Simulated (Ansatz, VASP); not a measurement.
AlCu3: VASP beside Ansatz

The input INCAR:

```
PREC     = Accurate       # precision mode
ENCUT    = 520            # plane-wave cutoff, eV
EDIFF    = 1E-6           # SCF threshold, eV
ISMEAR   = 0              # smearing method
SIGMA    = 0.15           # smearing width, eV
LREAL    = F              # projectors in reciprocal space
LASPH    = T              # aspherical terms in the spheres
NELM     = 100            # most SCF steps
ALGO     = Fast           # electronic algorithm
ISIF     = 2              # what is computed and relaxed
LWAVE    = F              # write WAVECAR
LCHARG   = F              # write CHGCAR
NBANDS   = 26             # bands
```

KPOINTS

```
Automatic mesh
0
Gamma
  12 12 12
```

The input POSCAR:

```
AlCu3
1.0
    3.5592369196      0.0000000000      0.0000000000
    0.0000000000      3.5592369196      0.0000000000
    0.0000000000      0.0000000000      3.5592369196
Al Cu
1 3
Direct
    0.0000000000      0.0000000000      0.0000000000
    0.5000000000      0.4786014357      0.0000000000
    0.5000000000      0.0000000000      0.5000000000
    0.0000000000      0.5213985643      0.5000000000
```

Input for Ansatz:

```yaml
crystal:
  lattice:
    - [3.5592369196, 0.0, 0.0]
    - [0.0, 3.5592369196, 0.0]
    - [0.0, 0.0, 3.5592369196]
  atoms:
    - { symbol: Al, position: [0.0, 0.0, 0.0] }
    - { symbol: Cu, position: [0.5, 0.4786014357, 0.0] }
    - { symbol: Cu, position: [0.5, 0.0, 0.5] }
    - { symbol: Cu, position: [0.0, 0.5213985643, 0.5] }
basis:
  ecutwfc: 520.0
kpoints:
  mp_grid: { grid: [12, 12, 12] }
hamiltonian:
  xc: lda
  pseudopotentials: { kind: paw, azcp: { folder: soft_1 } }
scf:
  occupations: { method: gaussian, width: 0.15 }
output:
  forces: true
  stress: true
  eigenvalues: true
```

Change from the starting cell: mode 5 frozen in at -0.077 Å, equal normal strain along x, y and z -0.0083.

Alike in both runs: task single point; functional LDA; k mesh 12 × 12 × 12; occupations gaussian, width 0.15 eV; no spin polarisation.

|  | VASP | Ansatz |
| --- | --- | --- |
| version | VASP 6.6.1 | Ansatz 0.2.0 |
| potentials or method | VASP PAW LDA potentials, release 64 (Al, Cu), cutoff 520 eV | scalar-relativistic, plane waves, PAW |
| valence electrons in the cell | 36 | 60 |

```csv
,VASP,Ansatz,Ansatz less VASP
gap on the k mesh at the Fermi level (eV),none,none,-
pressure (GPa),5.1,5.0,-0.09
"traceless stress, the component that is largest in VASP (GPa)",0.07,0.07,+0.004
rms of the force components (eV/Å),0.233,0.231,-0.0023
```

Ansatz warns that its potentials were made for another functional, while VASP's fit it. LDA's correlation is that of Perdew and Zunger in VASP and of Perdew and Wang (1992) in Ansatz. Atom by atom the forces differ by 0.002 eV/Å (rms over components). A gap of «none» marks a metal or a gap that the smearing closes. VASP's potentials hold 36 valence electrons a cell and Ansatz's 60, so a difference there can come from the potentials and not from the codes.
